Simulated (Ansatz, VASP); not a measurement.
## Two plane-wave programs on Ge

Contents of INCAR:

```
SYSTEM = Ge
ALGO = Fast
EDIFF = 1E-6
ENCUT = 520
GGA = PS
ISIF = 2
ISMEAR = 0
LASPH = .True.
LCHARG = .False.
LREAL = .False.
LWAVE = .False.
NBANDS = 66
NELM = 60
PREC = Accurate
SIGMA = 0.15
```

The input KPOINTS:

```
k-points
0
Gamma
  8 8 8
  0 0 0
```

POSCAR

```
Ge
1.0
   -3.4176181512      3.4176181512      3.5737529906
    3.4176181512     -3.4176181512      3.5737529906
    3.4176181512      3.4176181512     -3.5737529906
Ge
8
Direct
    0.5000000000      0.0000000000      0.7958385091
    0.7958385091      0.5000000000      0.0000000000
    0.0000000000      0.7958385091      0.5000000000
    0.7041614909      0.7041614909      0.7041614909
    0.5000000000      0.0000000000      0.2041614909
    0.2041614909      0.5000000000      0.0000000000
    0.0000000000      0.2041614909      0.5000000000
    0.2958385091      0.2958385091      0.2958385091
```

Input for Ansatz:

```yaml
crystal:
  lattice:
    - [-3.4176181512, 3.4176181512, 3.5737529906]
    - [3.4176181512, -3.4176181512, 3.5737529906]
    - [3.4176181512, 3.4176181512, -3.5737529906]
  atoms:
    - { symbol: Ge, position: [0.5, 0.0, 0.7958385091] }
    - { symbol: Ge, position: [0.7958385091, 0.5, 0.0] }
    - { symbol: Ge, position: [0.0, 0.7958385091, 0.5] }
    - { symbol: Ge, position: [0.7041614909, 0.7041614909, 0.7041614909] }
    - { symbol: Ge, position: [0.5, 0.0, 0.2041614909] }
    - { symbol: Ge, position: [0.2041614909, 0.5, 0.0] }
    - { symbol: Ge, position: [0.0, 0.2041614909, 0.5] }
    - { symbol: Ge, position: [0.2958385091, 0.2958385091, 0.2958385091] }
basis:
  ecutwfc: 420
kpoints:
  mp_grid: { grid: [8, 8, 8] }
hamiltonian:
  xc: pbesol
scf:
  occupations: { method: gaussian, width: 0.15 }
output:
  forces: true
  stress: true
  eigenvalues: true
```

Change from the starting cell: strain -0.015 along x and y, +0.030 along z, atoms carried along.

Alike in both runs: task single point; functional PBEsol; k mesh 8 × 8 × 8; occupations gaussian, width 0.15 eV; no spin polarisation.

|  | VASP | Ansatz |
| --- | --- | --- |
| version | VASP 6.6.1 | Ansatz 0.2.0 |
| potentials or method | VASP PAW PBE potentials, release 64 (Ge_d), cutoff 520 eV | scalar-relativistic, plane waves, PAW |
| valence electrons in the cell | 112 | 112 |

|  | VASP | Ansatz | Ansatz less VASP |
| --- | --- | --- | --- |
| gap on the k mesh at the Fermi level (eV) | none | none | - |
| pressure (GPa) | 0.1 | 0.1 | +0.10 |
| traceless stress, the component that is largest in VASP (GPa) | -3.28 | -3.28 | +0.004 |
| rms of the force components (eV/Å) | 0.138 | 0.139 | +0.0009 |

VASP's potentials were made for PBE, not for PBEsol. Atom by atom the forces differ by 0.002 eV/Å (rms over components). A gap of «none» marks a metal or a gap that the smearing closes. The functional is the same, so the differences come from potentials, cutoffs and numerics.
